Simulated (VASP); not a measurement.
Al: single point with r2SCAN

Al:

```
Al
1.0
     1.97388    1.97388    0.00000
    -1.97388    1.97388    0.00000
     0.00000    0.00000    4.17235
Al
2
Direct
  0.00000 0.00000 0.00000
  0.50000 0.50000 0.50000
```

This cell differs from its parent crystal: uniaxial strain along c: +4.5 %.

```json
{
 "Program": "VASP 6.6.1",
 "Task": "single point",
 "Functional": "r2SCAN",
 "Potentials or basis": "VASP PAW PBE potentials, release 64 (Al)",
 "Cutoff": "520 eV",
 "k mesh": "18 × 18 × 14",
 "Occupations": "gaussian, width 0.1 eV",
 "Spin": "no spin polarisation"
}
```

```
Pressure               : -1.9 GPa
Band gap on the k mesh : zero (bands 3 and 4 overlap by 11.98 eV)
```

Stress tensor (GPa, compression positive):
```
-0.82  0.00  0.00
 0.00 -0.82  0.00
 0.00  0.00 -4.19
```

Levels at points of the mesh, in eV from the Fermi level:
```csv
k point,band 1,band 2,band 3,band 4,band 5,band 6
"(0.00, 0.00, 0.00)",-11.96,-3.76,-2.45,5.93,6.81,6.81
"(0.50, 0.00, 0.00)",-7.00,-7.00,0.91,0.91,2.43,2.43
"(0.50, 0.50, 0.00)",-2.91,-2.91,-1.27,-1.27,5.27,5.27
"(0.00, 0.00, 0.50)",-9.71,-9.71,7.43,7.43,8.12,8.12
"(0.50, 0.00, 0.50)",-5.06,-5.06,-4.55,-4.55,11.39,11.39
"(0.50, 0.50, 0.50)",-0.84,-0.84,-0.84,-0.84,0.23,0.23
```

Run time: 2 min on 1 thread of Intel(R) Xeon(R) 6975P-C (Granite Rapids), with other jobs on the host, peak memory 0.23 GiB.

Caveat: the cell differs from its parent crystal (uniaxial strain along c: +4.5 %); the PAW data sets were made with another functional, which shifts forces and pressure a little.
